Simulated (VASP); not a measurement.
# Te (R-3m) in VASP: notebook

Te is run at these levels: PBEsol; tasks: single point, relaxation of cell and atoms.

Everything below comes from runs of VASP 6.6.1. Logs are shortened: lines on timing, memory, paths and dates and some standing lists are left out, and cuts for length are marked.

## 1. The cell of the first run

The structure is trigonal, space group R-3m (No. 166). Conventional cell: a = 4.608 Å, b = 4.608 Å, c = 4.878 Å, α = 90.00°, β = 90.00°, γ = 120.00°. Te (site symmetry -3m) has 6 Te at 3.12 Å within 4.1 Å.

## 2. Single point, PBEsol

INCAR reads:

```
SYSTEM = Te
PREC     = Accurate       ! precision mode
ENCUT    = 520            ! plane-wave cutoff, eV
EDIFF    = 1E-6           ! SCF threshold, eV
ISMEAR   = -1             ! smearing method
SIGMA    = 0.05           ! smearing width, eV
LREAL    = .FALSE.        ! projectors in reciprocal space
LASPH    = .TRUE.         ! aspherical terms in the spheres
NELM     = 80             ! most SCF steps
ALGO     = Normal         ! electronic algorithm
ISIF     = 2              ! what is computed and relaxed
LWAVE    = .FALSE.        ! write WAVECAR
LCHARG   = .FALSE.        ! write CHGCAR
GGA      = PS             ! functional
NBANDS   = 9              ! bands
```

KPOINTS reads:

```
Automatic mesh
0
G
  9 9 9
  0 0 0
```

POSCAR reads:

```
Te
1.0
    2.3039602952      1.3301920967      1.6260663924
   -2.3039602952      1.3301920967      1.6260663924
    0.0000000000     -2.6603841933      1.6260663924
Te
1
Direct
    0.5000000000      0.5000000000      0.5000000000
```

Potentials or basis: VASP PAW PBE potentials, release 64 (Te).

Run with:

```console
$ cat potpaw_PBE.64/Te/POTCAR > POTCAR
$ mpirun -np 1 vasp_std > vasp.out
```

OUTCAR:

```text
SYSTEM = Te
   PREC = Accurate
   ENCUT = 520
   EDIFF = 1E-6
   ISMEAR = -1
   LREAL = .FALSE.
   LASPH = .TRUE.
   NELM = 80
   ISIF = 2
   GGA = PS

 ion  position               nearest neighbor table
   1  0.500  0.500  0.500-

  LATTYP: Found a trigonal (rhomboedric) cell.
 ALAT       =     3.1179698473
 COS(alpha) =    -0.0920339863

  Lattice vectors:

 A1 = (   2.3039602952,   1.3301920967,   1.6260663924)
 A2 = (  -2.3039602952,   1.3301920967,   1.6260663924)
 A3 = (   0.0000000000,  -2.6603841933,   1.6260663924)

Analysis of symmetry for initial positions (statically):
=====================================================================
 Subroutine PRICEL returns:
 Original cell was already a primitive cell.

 Routine SETGRP: Setting up the symmetry group for a
 trigonal (rhombohedral) supercell.

 Subroutine GETGRP returns: Found 12 space group operations
 (whereof 12 operations were pure point group operations)
 out of a pool of 12 trial point group operations.

The static configuration has the point symmetry D_3d.

Analysis of symmetry for dynamics (positions and initial velocities):
=====================================================================
 Subroutine PRICEL returns:
 Original cell was already a primitive cell.

 Routine SETGRP: Setting up the symmetry group for a
 trigonal (rhombohedral) supercell.

 Subroutine GETGRP returns: Found 12 space group operations
 (whereof 12 operations were pure point group operations)
 out of a pool of 12 trial point group operations.

The dynamic configuration has the point symmetry D_3d.

 Subroutine INISYM returns: Found 12 space group operations
 (whereof 12 operations are pure point group operations),
 and found     1 'primitive' translations

----------------------------------------------------------------------------------------

                                     Primitive cell

  volume of cell :      29.9005

  direct lattice vectors                    reciprocal lattice vectors
     2.303960295  1.330192097  1.626066392     0.217017629  0.125295186  0.204993680
    -2.303960295  1.330192097  1.626066392    -0.217017629  0.125295186  0.204993680
     0.000000000 -2.660384193  1.626066392     0.000000000 -0.250590373  0.204993680

  length of vectors
     3.117969847  3.117969847  3.117969847     0.323755994  0.323755994  0.323755994

[... 74 lines left out ...]
   LSORBIT =      F    spin-orbit coupling
   LASPH  =      T    aspherical Exc in radial PAW
   ENCUT  =  520.0 eV  38.22 Ry    6.18 a.u.   5.80  5.80  5.80*2*pi/ulx,y,z
   NELM   =     80;   NELMIN=  2; NELMDL= -5     # of ELM steps
   EDIFF  = 0.1E-05   stopping-criterion for ELM
   LREAL  =      F    real-space projection
   EDIFFG = 0.1E-04   stopping-criterion for IOM
   NSW    =      0    number of steps for IOM
   IBRION =     -1    ionic relax: 0-MD 1-quasi-New 2-CG
   NFREE  =      0    steps in history (QN), initial steepest desc. (CG)
   ISIF   =      2    stress and relaxation
   ISYM   =      2    0-nonsym 1-usesym 2-fastsym
   POTIM  = 0.5000    time-step for ionic-motion
   TEBEG  =    0.0;   TEEND  =   0.0 temperature during run
   PSTRESS=    0.0 pullay stress
   NELECT =       6.0000    total number of electrons
   NUPDOWN=      -1.0000    fix difference up-down
   EMIN   =  10.00;   EMAX   =-10.00  energy-range for DOS
   EFERMI =   0.00;   METHOD = LEGACY
   ISMEAR =    -1;   SIGMA  =   0.05  broadening in eV -4-tet -1-fermi 0-gaus
   EFERMI_NEDOS =   21; number of points for ismear=-14 and -15
   IALGO  =     38    algorithm
   IMIX   =      4    mixing-type and parameters
     AMIX     =   0.40;   BMIX     =  1.00
     AMIX_MAG =   1.60;   BMIX_MAG =  1.00
  volume/ion in A,a.u.               =      29.90       201.78
  Fermi-wavevector in a.u.,A,eV,Ry     =   0.958442  1.811192 12.498450  0.918610
  Thomas-Fermi vector in A             =   2.087549
   LORBIT       =      0    0 simple, 1 ext, 2 COOP (PROOUT), +10 PAW based schemes
   GGA     = PS    functional components
   LHFCALC =     F    Hartree Fock is set to
   AEXX    =    0.0000 exact exchange contribution
   IVDW    =     0    specifies the selected vdW correction
   LEPSILON=     F    determine dielectric tensor
   LRPA    =     F    only Hartree local field effects (RPA)
 non-spin polarized calculation
  energy-cutoff  :      520.00
  volume of cell :       29.90
 maximum number of plane-waves:       817
   NGX = 11   NGY = 11   NGZ = 11

 number of electron       6.0000000 magnetization

 Free energy of the ion-electron system (eV)
  ---------------------------------------------------
  ext. energy  EPLUGINS =         0.00000000
  ---------------------------------------------------
  free energy    TOTEN  =        -3.49751635 eV

  energy without entropy =       -3.49262550  energy(sigma->0) =       -3.49507092

 E-fermi :   7.4787     XC(G=0):  -9.8316

 val. band max:        7.4376678706   @ k =  -0.2222   0.4444   0.2222
 cond. band min:       7.4988661514   @ k =  -0.3333   0.4444   0.2222
 fundamental gap:      0.0611982808
 Fermi energy:         7.4787018056

 k-point     1 :       0.0000    0.0000    0.0000
  band No.  band energies     occupation
      1      -6.8019      2.00000
      2       8.4543      0.00000
      3       9.0963      0.00000
      4       9.0963      0.00000
      5      13.6005      0.00000
      6      13.6005      0.00000
      7      14.2762      0.00000
      8      23.8878      0.00000
      9      23.8955      0.00000
[... 265 lines left out ...]
 k-point    24 :       0.4444    0.4444    0.0000
  band No.  band energies     occupation
      1      -2.9343      2.00000
      2       2.2592      2.00000
      3       3.1966      2.00000
      4       9.7232      0.00000
      5      11.4704      0.00000
      6      17.6805      0.00000
      7      19.5646      0.00000
      8      20.1924      0.00000
      9      20.4249      0.00000

 [... further k-points ...]
[... 5 lines left out ...]
  --------------------------------------------------------------------------------------
  -------------------------------------------------------------------------------------
  Total        0.3866770      0.3866770      0.3781353      0.0000000      0.0000000      0.0000000
  in kB       20.7195366     20.7195366     20.2618442      0.0000000      0.0000000      0.0000000
  external PRESSURE =      20.5669725 kB  Pullay stress =       0.0000000 kB

 VOLUME and BASIS-vectors are now :
 -----------------------------------------------------------------------------
  energy-cutoff  :      520.00
  volume of cell :       29.90
      direct lattice vectors                 reciprocal lattice vectors
     2.303960295  1.330192097  1.626066392     0.217017629  0.125295186  0.204993680
    -2.303960295  1.330192097  1.626066392    -0.217017629  0.125295186  0.204993680
     0.000000000 -2.660384193  1.626066392     0.000000000 -0.250590373  0.204993680

 POSITION                                       TOTAL-FORCE (eV/Angst)
 -----------------------------------------------------------------------------------
      0.00000      0.00000      2.43910         0.000000      0.000000      0.000000
 -----------------------------------------------------------------------------------
    total drift:                                0.000000      0.000000     -0.000000

  FREE ENERGIE OF THE ION-ELECTRON SYSTEM (eV)
  ---------------------------------------------------
  free  energy   TOTEN  =        -3.4975163461 eV

  energy  without entropy=       -3.4926255038  energy(sigma->0) =       -3.49507092
```

OSZICAR:

```text
N       E                     dE             d eps       ncg     rms          rms(c)
DAV:   1     0.167248890996E+02    0.16725E+02   -0.25732E+03  1546   0.537E+02
DAV:   2    -0.297165534134E+01   -0.19697E+02   -0.18912E+02  2045   0.721E+01
DAV:   3    -0.349346935275E+01   -0.52181E+00   -0.51830E+00  1824   0.145E+01
DAV:   4    -0.349750134872E+01   -0.40320E-02   -0.40317E-02  2209   0.147E+00
DAV:   5    -0.349753929214E+01   -0.37943E-04   -0.37944E-04  1899   0.102E-01    0.880E+00
DAV:   6    -0.349749838689E+01    0.40905E-04   -0.41717E-04  2015   0.135E-01    0.536E+00
DAV:   7    -0.349751110795E+01   -0.12721E-04   -0.92413E-04  1695   0.203E-01    0.659E-02
DAV:   8    -0.349751490028E+01   -0.37923E-05   -0.23469E-05  1940   0.307E-02    0.381E-02
DAV:   9    -0.349751650605E+01   -0.16058E-05   -0.52507E-06  1767   0.130E-02    0.153E-02
DAV:  10    -0.349751634607E+01    0.15998E-06   -0.14791E-07   942   0.250E-03
   1 F= -.34975163E+01 E0= -.34950709E+01  d E =-.489084E-02
```

It took 7.6 s on 1 thread of Intel Xeon Platinum 8488C (Sapphire Rapids), shared host; peak memory 0.15 GiB.

Results:

- Free energy: -3.4975 eV
- Pressure: 2.1 GPa
- Band gap on the k mesh: zero (band 3 reaches 9.93 eV, above the bottom of band 4 at 4.97 eV)

Levels at points of the mesh, in eV from the Fermi level:
```
           k point  band 1  band 2  band 3  band 4  band 5  band 6  band 7  band 8
(0.00, 0.00, 0.00)  -14.28    0.98    1.62    1.62    6.12    6.12    6.80   16.41
```

Caveat: the PAW data sets were made with another functional, which shifts forces and pressure a little; spin-orbit coupling is left out, which moves the levels of the heavy elements.

(Part 1 of 2 ends here.)
